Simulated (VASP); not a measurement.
# P2C (P4_2/mmc) in VASP: further runs

Runs on P2C. Level: PBE. Tasks: single point, relaxation of cell and atoms.

Everything below comes from runs of VASP 6.6.1. Logs are shortened: lines on timing, memory, paths and dates and some standing lists are left out, and cuts for length are marked.

## 1. The cell of the first run

Symmetry: P4_2/mmc, No. 131, tetragonal system. The conventional cell has a = 2.886 Å, b = 2.886 Å, c = 7.302 Å, α = 90.00°, β = 90.00°, γ = 90.00°. P (site symmetry 2mm) has 1 P at 1.73 Å and 2 C at 1.73 Å within 2.3 Å. C (site symmetry -4m2) has 4 P at 1.73 Å within 2.3 Å.

The cell was generated, and may not be a known phase.

## 2. Single point, PBE

INCAR reads:

```
SYSTEM = P2C
PREC = Accurate
ENCUT = 520
EDIFF = 1E-7
ISMEAR = 0
SIGMA = 0.1
LREAL = .FALSE.
LASPH = .TRUE.
NELM = 60
ALGO = Normal
ISIF = 2
LWAVE = .FALSE.
LCHARG = .FALSE.
GGA = PE
NBANDS = 23
```

KPOINTS reads:

```
regular mesh
0
G
  6 6 4
  0 0 0
```

POSCAR reads:

```
P2C
1.0
    2.8858172300      0.0000000000      0.0000000000
    0.0000000000      2.8858172300      0.0000000000
    0.0000000000      0.0000000000      7.3017669800
P C
4 2
Direct
    0.0000000000      0.5000000000      0.3813569400
    0.5000000000      0.0000000000      0.1186430600
    0.0000000000      0.5000000000      0.6186430600
    0.5000000000      0.0000000000      0.8813569400
    0.0000000000      0.0000000000      0.7500000000
    0.0000000000      0.0000000000      0.2500000000
```

Potentials or basis: VASP PAW PBE potentials, release 64 (P, C).

Launch:

```
cat potpaw_PBE.64/P/POTCAR potpaw_PBE.64/C/POTCAR > POTCAR
mpirun -np 1 vasp_std > vasp.out
```

OUTCAR:

```text
SYSTEM = P2C
   PREC = Accurate
   ENCUT = 520
   EDIFF = 1E-7
   ISMEAR = 0
   LREAL = .FALSE.
   LASPH = .TRUE.
   NELM = 60
   ISIF = 2
   GGA = PE

 ion  position               nearest neighbor table
   1  0.000  0.500  0.381-   3 1.73   6 1.73   6 1.73   2 2.80   2 2.80   2 2.80   2 2.80
   2  0.500  0.000  0.119-   4 1.73   6 1.73   6 1.73   1 2.80   1 2.80   1 2.80   1 2.80
   3  0.000  0.500  0.619-   1 1.73   5 1.73   5 1.73   4 2.80   4 2.80   4 2.80   4 2.80
   4  0.500  0.000  0.881-   2 1.73   5 1.73   5 1.73   3 2.80   3 2.80   3 2.80   3 2.80
   5  0.000  0.000  0.750-   3 1.73   4 1.73   3 1.73   4 1.73
   6  0.000  0.000  0.250-   1 1.73   2 1.73   1 1.73   2 1.73

  LATTYP: Found a simple tetragonal cell.
 ALAT       =     2.8858172300
 C/A-ratio  =     2.5302250275

  Lattice vectors:

 A1 = (   2.8858172300,   0.0000000000,   0.0000000000)
 A2 = (   0.0000000000,   2.8858172300,   0.0000000000)
 A3 = (   0.0000000000,   0.0000000000,   7.3017669800)

Analysis of symmetry for initial positions (statically):
=====================================================================
 Subroutine PRICEL returns:
 Original cell was already a primitive cell.

 Routine SETGRP: Setting up the symmetry group for a
 simple tetragonal supercell.

 Subroutine GETGRP returns: Found 16 space group operations
 (whereof  8 operations were pure point group operations)
 out of a pool of 16 trial point group operations.

The static configuration has the point symmetry D_2h.
 The point group associated with its full space group is D_4h.

Analysis of symmetry for dynamics (positions and initial velocities):
=====================================================================
 Subroutine PRICEL returns:
 Original cell was already a primitive cell.

 Routine SETGRP: Setting up the symmetry group for a
 simple tetragonal supercell.

 Subroutine GETGRP returns: Found 16 space group operations
 (whereof  8 operations were pure point group operations)
 out of a pool of 16 trial point group operations.

The dynamic configuration has the point symmetry D_2h.
 The point group associated with its full space group is D_4h.

 Subroutine INISYM returns: Found 16 space group operations
 (whereof  8 operations are pure point group operations),
 and found     1 'primitive' translations

----------------------------------------------------------------------------------------

[... 97 lines left out ...]
   LASPH  =      T    aspherical Exc in radial PAW
   ENCUT  =  520.0 eV  38.22 Ry    6.18 a.u.   5.37  5.37 13.58*2*pi/ulx,y,z
   NELM   =     60;   NELMIN=  2; NELMDL= -5     # of ELM steps
   EDIFF  = 0.1E-06   stopping-criterion for ELM
   LREAL  =      F    real-space projection
   EDIFFG = 0.1E-05   stopping-criterion for IOM
   NSW    =      0    number of steps for IOM
   IBRION =     -1    ionic relax: 0-MD 1-quasi-New 2-CG
   NFREE  =      0    steps in history (QN), initial steepest desc. (CG)
   ISIF   =      2    stress and relaxation
   ISYM   =      2    0-nonsym 1-usesym 2-fastsym
   POTIM  = 0.5000    time-step for ionic-motion
   TEBEG  =    0.0;   TEEND  =   0.0 temperature during run
   PSTRESS=    0.0 pullay stress
   NELECT =      28.0000    total number of electrons
   NUPDOWN=      -1.0000    fix difference up-down
   EMIN   =  10.00;   EMAX   =-10.00  energy-range for DOS
   EFERMI =   0.00;   METHOD = LEGACY
   ISMEAR =     0;   SIGMA  =   0.10  broadening in eV -4-tet -1-fermi 0-gaus
   EFERMI_NEDOS =   21; number of points for ismear=-14 and -15
   IALGO  =     38    algorithm
   IMIX   =      4    mixing-type and parameters
     AMIX     =   0.40;   BMIX     =  1.00
     AMIX_MAG =   1.60;   BMIX_MAG =  1.00
  volume/ion in A,a.u.               =      10.13        68.39
  Fermi-wavevector in a.u.,A,eV,Ry     =   1.264170  2.388936 21.743837  1.598127
  Thomas-Fermi vector in A             =   2.397489
   LORBIT       =      0    0 simple, 1 ext, 2 COOP (PROOUT), +10 PAW based schemes
   GGA     = PE    functional components
   LHFCALC =     F    Hartree Fock is set to
   AEXX    =    0.0000 exact exchange contribution
   IVDW    =     0    specifies the selected vdW correction
   LEPSILON=     F    determine dielectric tensor
   LRPA    =     F    only Hartree local field effects (RPA)
 non-spin polarized calculation
 Gauss-broadening in eV      SIGMA  =   0.10
  energy-cutoff  :      520.00
  volume of cell :       60.81
 maximum number of plane-waves:      1661
 NGX is ok and might be reduce to    24
   NGX = 11   NGY = 11   NGZ = 27

 number of electron      28.0000000 magnetization

 Free energy of the ion-electron system (eV)
  ---------------------------------------------------
  ext. energy  EPLUGINS =         0.00000000
  ---------------------------------------------------
  free energy    TOTEN  =       -28.08676408 eV

  energy without entropy =      -28.08352320  energy(sigma->0) =      -28.08514364

 E-fermi :  12.1049     XC(G=0): -11.9894

 val. band max:       12.0083327726   @ k =   0.1667   0.0000   0.2500
 cond. band min:      12.1638622811   @ k =   0.1667   0.0000   0.0000
 fundamental gap:      0.1555295085
 Fermi energy:        12.1048537717

 k-point     1 :       0.0000    0.0000    0.0000
  band No.  band energies     occupation
      1      -8.8060      2.00000
      2      -7.4313      2.00000
      3      -4.8970      2.00000
      4       0.2502      2.00000
      5       1.1780      2.00000
      6       4.5986      2.00000
[... 613 lines left out ...]
     22      19.8867      0.00000
     23      20.1177      0.00000

 [... further k-points ...]
[... 5 lines left out ...]
  --------------------------------------------------------------------------------------
  -------------------------------------------------------------------------------------
  Total       13.8675359     13.8675359     66.0675641      0.0000000      0.0000000      0.0000000
  in kB      365.3795760    365.3795760   1740.7374131      0.0000000      0.0000000      0.0000000
  external PRESSURE =     823.8321884 kB  Pullay stress =       0.0000000 kB

 VOLUME and BASIS-vectors are now :
 -----------------------------------------------------------------------------
  energy-cutoff  :      520.00
  volume of cell :       60.81
      direct lattice vectors                 reciprocal lattice vectors
     2.885817230  0.000000000  0.000000000     0.346522292  0.000000000  0.000000000
     0.000000000  2.885817230  0.000000000     0.000000000  0.346522292  0.000000000
     0.000000000  0.000000000  7.301766980     0.000000000  0.000000000  0.136953152

 POSITION                                       TOTAL-FORCE (eV/Angst)
 -----------------------------------------------------------------------------------
      0.00000      1.44291      2.78458        -0.000000     -0.000000     -7.982803
      1.44291      0.00000      0.86630        -0.000000      0.000000      7.982803
      0.00000      1.44291      4.51719        -0.000000     -0.000000      7.982803
      1.44291      0.00000      6.43546        -0.000000     -0.000000     -7.982803
      0.00000      0.00000      5.47633        -0.000000     -0.000000      0.000000
      0.00000      0.00000      1.82544         0.000000     -0.000000      0.000000
 -----------------------------------------------------------------------------------
    total drift:                               -0.000000     -0.000000      0.000000

  FREE ENERGIE OF THE ION-ELECTRON SYSTEM (eV)
  ---------------------------------------------------
  free  energy   TOTEN  =       -28.0867640755 eV

  energy  without entropy=      -28.0835231966  energy(sigma->0) =      -28.08514364
```

stdout:

```text
POSCAR found type information on POSCAR P C
 POSCAR found :  2 types and       6 ions
 scaLAPACK will be used
 LDA part: xc-table for (Slater+PW92), standard interpolation
 POSCAR, INCAR and KPOINTS ok, starting setup
 FFT: planning ... GRIDC
 FFT: planning ... GRID_SOFT
 FFT: planning ... GRID
 WAVECAR not read
 entering main loop
```

Wall time 51 s (1 thread of Intel Xeon Platinum 8259CL at 2.50GHz (Skylake/Cascade Lake), shared host); peak memory 0.18 GiB.

What came out:

```
Free energy            : -28.0868 eV
Pressure               : 82.4 GPa
Largest force          : 7.983 eV/Å
Band gap on the k mesh : zero (bands 14 and 15 overlap by 2.02 eV)
```

Forces in eV/Å, atoms in the order of the input:
```
P    0.000  0.000 -7.983
P    0.000  0.000  7.983
P    0.000  0.000  7.983
P    0.000  0.000 -7.983
C    0.000  0.000  0.000
C    0.000  0.000  0.000
```

Caveat: the k points lie up to 0.36 Å⁻¹ apart, too coarse for converged energies and pressures of a metal; forces of over 1 eV/Å act on the atoms, so gaps and moduli don't describe the material at rest.

## 3. Single point, PBE

This run uses another cell than the first one, of 17.82 Å³/atom.

INCAR reads:

```
SYSTEM = P2C
  ALGO = Normal
  EDIFF = 1E-6
  ENCUT = 520
  GGA = PE
  ISIF = 2
  ISMEAR = 0
  LASPH = .TRUE.
  LCHARG = .TRUE.
  LELF = .TRUE.
  LREAL = .FALSE.
  LVHAR = .TRUE.
  LWAVE = .FALSE.
  NBANDS = 23
  NELM = 60
  PREC = Accurate
  SIGMA = 0.1
```

KPOINTS reads:

```
k-points
0
G
  6 6 4
  0 0 0
```

POSCAR reads:

```
P2C
1.0
    2.8241681751      0.0000000000      0.0000000000
    0.0000000000      2.8241681751      0.0000000000
    0.0000000000      0.0000000000     13.4018108775
P C
4 2
Direct
    0.0000000000      0.5000000000      0.3402429828
    0.5000000000      0.0000000000      0.1597570172
    0.0000000000      0.5000000000      0.6597570172
    0.5000000000      0.0000000000      0.8402429828
    0.0000000000      0.0000000000      0.7500000000
    0.0000000000      0.0000000000      0.2500000000
```

Potentials or basis: VASP PAW PBE potentials, release 64 (P, C).

Launch:

```
cat potpaw_PBE.64/P/POTCAR potpaw_PBE.64/C/POTCAR > POTCAR
mpirun -np 1 vasp_std > vasp.out
```

OUTCAR:

```text
SYSTEM = P2C
   EDIFF = 1E-6
   ENCUT = 520
   GGA = PE
   ISIF = 2
   ISMEAR = 0
   LASPH = .TRUE.
   LREAL = .FALSE.
   NELM = 60
   PREC = Accurate

 ion  position               nearest neighbor table
   1  0.000  0.500  0.340-   6 1.86   6 1.86
   2  0.500  0.000  0.160-   6 1.86   6 1.86
   3  0.000  0.500  0.660-   5 1.86   5 1.86
   4  0.500  0.000  0.840-   5 1.86   5 1.86
   5  0.000  0.000  0.750-   3 1.86   4 1.86   3 1.86   4 1.86
   6  0.000  0.000  0.250-   1 1.86   2 1.86   1 1.86   2 1.86

[... 833 lines left out ...]
  -------------------------------------------------------------------------------------
  Total       -0.1700072     -0.1700072     -0.1986732     -0.0000000      0.0000000      0.0000000
  in kB       -2.5481988     -2.5481988     -2.9778665     -0.0000000      0.0000000      0.0000000
  external PRESSURE =      -2.6914213 kB  Pullay stress =       0.0000000 kB

 VOLUME and BASIS-vectors are now :
 -----------------------------------------------------------------------------
  energy-cutoff  :      520.00
  volume of cell :      106.89
      direct lattice vectors                 reciprocal lattice vectors
     2.824168175  0.000000000  0.000000000     0.354086562  0.000000000  0.000000000
     0.000000000  2.824168175  0.000000000     0.000000000  0.354086562  0.000000000
     0.000000000  0.000000000 13.401810878     0.000000000  0.000000000  0.074616782

 POSITION                                       TOTAL-FORCE (eV/Angst)
 -----------------------------------------------------------------------------------
      0.00000      1.41208      4.55987         0.000000      0.000000     -0.072581
      1.41208      0.00000      2.14103         0.000000      0.000000      0.072581
      0.00000      1.41208      8.84194         0.000000      0.000000      0.072581
      1.41208      0.00000     11.26078         0.000000      0.000000     -0.072581
      0.00000      0.00000     10.05136        -0.000000     -0.000000      0.000000
      0.00000      0.00000      3.35045         0.000000     -0.000000      0.000000
 -----------------------------------------------------------------------------------
    total drift:                               -0.000000     -0.000000      0.000000

  FREE ENERGIE OF THE ION-ELECTRON SYSTEM (eV)
  ---------------------------------------------------
  free  energy   TOTEN  =       -37.5877109586 eV

  energy  without entropy=      -37.5871111353  energy(sigma->0) =      -37.58741105
```

OSZICAR:

```text
N       E                     dE             d eps       ncg     rms          rms(c)
DAV:   1     0.109503762455E+03    0.10950E+03   -0.12109E+04  1380   0.104E+03
DAV:   2    -0.303674550233E+02   -0.13987E+03   -0.13280E+03  1932   0.191E+02
DAV:   3    -0.398741817665E+02   -0.95067E+01   -0.93893E+01  1801   0.501E+01
DAV:   4    -0.401049830936E+02   -0.23080E+00   -0.23055E+00  1873   0.884E+00
DAV:   5    -0.401095813150E+02   -0.45982E-02   -0.45971E-02  1862   0.119E+00    0.156E+01
DAV:   6    -0.374902713783E+02    0.26193E+01   -0.67006E+00  1534   0.149E+01    0.763E+00
DAV:   7    -0.376256941827E+02   -0.13542E+00   -0.24266E+00  1772   0.753E+00    0.336E+00
DAV:   8    -0.375882905302E+02    0.37404E-01   -0.15862E-01  1679   0.225E+00    0.912E-01
DAV:   9    -0.375866919887E+02    0.15985E-02   -0.33005E-02  1784   0.107E+00    0.201E-01
DAV:  10    -0.375875445930E+02   -0.85260E-03   -0.33776E-03  1860   0.292E-01    0.709E-02
DAV:  11    -0.375876523844E+02   -0.10779E-03   -0.32509E-04  1913   0.110E-01    0.278E-02
DAV:  12    -0.375877033295E+02   -0.50945E-04   -0.93751E-05  1646   0.545E-02    0.106E-02
DAV:  13    -0.375877096950E+02   -0.63654E-05   -0.54830E-06  1744   0.139E-02    0.272E-03
DAV:  14    -0.375877109483E+02   -0.12533E-05   -0.25826E-06  1544   0.827E-03    0.183E-03
DAV:  15    -0.375877109586E+02   -0.10296E-07   -0.20309E-07  1180   0.278E-03
   1 F= -.37587711E+02 E0= -.37587411E+02  d E =-.599823E-03
```

stdout:

```text
POSCAR found type information on POSCAR P C
 POSCAR found :  2 types and       6 ions
 scaLAPACK will be used
 LDA part: xc-table for (Slater+PW92), standard interpolation
 POSCAR, INCAR and KPOINTS ok, starting setup
 FFT: planning ... GRIDC
 FFT: planning ... GRID_SOFT
 FFT: planning ... GRID
 WAVECAR not read
 entering main loop
```

Run time: 75 s. Hardware: 1 thread of Intel Xeon Platinum 8259CL at 2.50GHz (Skylake/Cascade Lake), shared host; peak memory 0.24 GiB.

Results:

| Property | Result |
| --- | --- |
| Free energy | -37.5877 eV |
| Pressure | -0.3 GPa |
| Largest force | 0.073 eV/Å |
| Band gap on the k mesh | zero (bands 14 and 15 overlap by 4.51 eV) |

Forces in eV/Å, atoms in the order of the input:
```
P    0.000  0.000 -0.073
P    0.000  0.000  0.073
P    0.000  0.000  0.073
P    0.000  0.000 -0.073
C    0.000  0.000  0.000
C    0.000  0.000  0.000
```

Caveat: the k points lie up to 0.37 Å⁻¹ apart, too coarse for converged energies and pressures of a metal; this functional lacks dispersion, which binds layers or chains, so the pressure and a relaxed spacing across them are unreliable.

## 4. Relaxation of cell and atoms, PBE

INCAR reads:

```
SYSTEM = P2C
PREC     = Accurate       ! precision mode
ENCUT    = 600            ! plane-wave cutoff, eV
EDIFF    = 1E-6           ! SCF threshold, eV
ISMEAR   = 0              ! smearing method
SIGMA    = 0.1            ! smearing width, eV
LREAL    = .False.        ! projectors in reciprocal space
LASPH    = .True.         ! aspherical terms in the spheres
NELM     = 60             ! most SCF steps
ALGO     = Normal         ! electronic algorithm
ISIF     = 3              ! what is computed and relaxed
LWAVE    = .False.        ! write WAVECAR
LCHARG   = .False.        ! write CHGCAR
GGA      = PE             ! functional
IBRION   = 2              ! ionic algorithm
NSW      = 90             ! ionic steps
EDIFFG   = -0.04          ! ionic threshold
```

KPOINTS reads:

```
regular mesh
0
Gamma
  6 6 4
  0 0 0
```

POSCAR reads:

```
P2C
1.0
    2.8858172300      0.0000000000      0.0000000000
    0.0000000000      2.8858172300      0.0000000000
    0.0000000000      0.0000000000      7.3017669800
P C
4 2
Direct
    0.0000000000      0.5000000000      0.3813569400
    0.5000000000      0.0000000000      0.1186430600
    0.0000000000      0.5000000000      0.6186430600
    0.5000000000      0.0000000000      0.8813569400
    0.0000000000      0.0000000000      0.7500000000
    0.0000000000      0.0000000000      0.2500000000
```

Launch:

```
cat potpaw_PBE.64/P/POTCAR potpaw_PBE.64/C/POTCAR > POTCAR
mpirun -np 1 vasp_std > vasp.out
```

Run time: 5.5 min. Hardware: 1 thread of Intel Xeon Platinum 8259CL at 2.50GHz (Skylake/Cascade Lake), shared host; peak memory 0.19 GiB.

Results (log left out):

| Item | Value |
| --- | --- |
| Free energy | -37.2027 eV |
| Relaxed volume | 15.44 Å³/atom |
| Relaxed cell | a = 2.821 Å, b = 2.821 Å, c = 11.637 Å, α = 90.00°, β = 90.00°, γ = 90.00° |
| Space group after relaxing (to 0.1 Å) | P4_2/mmc (No. 131) |
| Energy gained by relaxing | 1518.4 meV/atom |
| Ionic steps | 16 |
| Pressure after relaxing | 0.1 GPa |
| Largest force after relaxing | 0.016 eV/Å |
| Band gap on the k mesh | zero (bands 14 and 15 overlap by 4.59 eV) |

Forces on the atoms (eV/Å):
```
P    0.000  0.000  0.016
P    0.000  0.000 -0.016
P    0.000  0.000 -0.016
P    0.000  0.000  0.016
C    0.000  0.000  0.000
C    0.000  0.000  0.000
```

Stress tensor (GPa, compression positive):
```
0.02 0.00 0.00
0.00 0.02 0.00
0.00 0.00 0.28
```

The path:
| step | energy change (eV) | largest force (eV/Å) | pressure (GPa) | volume (Å³) |
| --- | --- | --- | --- | --- |
| 1 | 0.0000 | 7.9845 | 82.29 | 60.81 |
| 2 | -5.4192 | 2.9078 | 0.16 | 114.95 |
| 3 | -5.4725 | 2.9682 | 0.57 | 113.58 |
| 4 | -5.5177 | 3.0212 | 0.96 | 112.36 |
| 5 | -5.6963 | 3.2444 | 3.16 | 106.50 |
| 6 | -7.6093 | 0.3178 | -12.07 | 115.94 |
| 7 | -7.6239 | 0.0094 | -13.02 | 116.64 |
| 8 | -8.5014 | 1.8946 | -12.28 | 105.53 |
| 9 | -8.5089 | 1.6757 | -12.48 | 106.68 |
| 10 | -9.0255 | 0.7761 | 4.75 | 92.05 |
| 11 | -9.0830 | 0.1033 | -0.25 | 95.23 |
| 12 | -9.0905 | 0.1433 | -0.33 | 95.12 |
| 13 | -9.0975 | 0.2331 | -0.47 | 94.86 |
| 14 | -9.1030 | 0.1336 | -0.65 | 94.49 |
| 15 | -9.1076 | 0.0736 | -1.01 | 93.74 |
| 16 | -9.1102 | 0.0163 | 0.11 | 92.61 |

Final structure:
```xyz
6
Lattice="2.8210 0.0000 0.0000 0.0000 2.8210 0.0000 0.0000 0.0000 11.6374" Properties=species:S:1:pos:R:3 pbc="T T T"
P     0.0000    1.4105    4.1073
P     1.4105    2.8210    1.7114
P     2.8210    1.4105    7.5301
P     1.4105    0.0000    9.9259
C     0.0000    0.0000    8.7280
C     0.0000    0.0000    2.9093
```

Levels at points of the mesh, in eV from the Fermi level:
```csv
k point,band 12,band 13,band 14,band 15,band 16,band 17
"(0.00, 0.00, 0.00)",-1.86,1.49,1.99,2.84,2.84,3.00
"(0.50, 0.00, 0.00)",-2.88,-2.69,-2.06,0.96,3.08,3.77
"(0.50, 0.50, 0.00)",-3.53,-2.75,-2.59,-2.59,-2.39,1.19
"(0.00, 0.00, 0.50)",-2.86,1.78,1.78,2.97,2.97,3.10
"(0.50, 0.00, 0.50)",-2.88,-2.85,-2.43,1.40,2.60,3.77
"(0.50, 0.50, 0.50)",-3.53,-2.60,-2.60,-2.57,-2.57,1.61
```

Caveat: the k points lie up to 0.37 Å⁻¹ apart in the final cell, too coarse for converged energies and pressures of a metal; the volume moved by over 15 % at a fixed basis, so the end points are rough; this functional lacks dispersion, which binds layers or chains, so the pressure and a relaxed spacing across them are unreliable.

## 5. Summary

```tsv
task	cell	cutoff (eV)	gap on the mesh (eV)	pressure (GPa)	largest force (eV/Å)
single point	a = 2.886, b = 2.886, c = 7.302 Å, 6 atoms, atomic positions A	520	none	82.4	7.98
single point	a = 2.824, b = 2.824, c = 13.402 Å, 6 atoms, atomic positions B	520	none	-0.3	0.07
relaxation of cell and atoms	relaxed from a = 2.886, b = 2.886, c = 7.302 Å, 6 atoms, atomic positions A	600	none	0.1	0.02
```

Alike in all rows: level PBE; potentials or basis VASP PAW PBE potentials, release 64 (P, C); no spin polarisation; k mesh 6 × 6 × 4; smearing gaussian 0.1 eV.

Caveats: all runs use coarse meshes; this functional lacks dispersion, which binds layers or chains, so the pressure and a relaxed spacing across them are unreliable (at least some runs); forces of over 1 eV/Å act on the atoms, so gaps and moduli don't describe the material at rest (at least some runs); the volume moved by over 15 % at a fixed basis, so the end points are rough (at least some runs).

Absolute energies hang on the potentials; compare differences alone.

The gap in the log of VASP goes by the Fermi energy; the results here count the filled bands.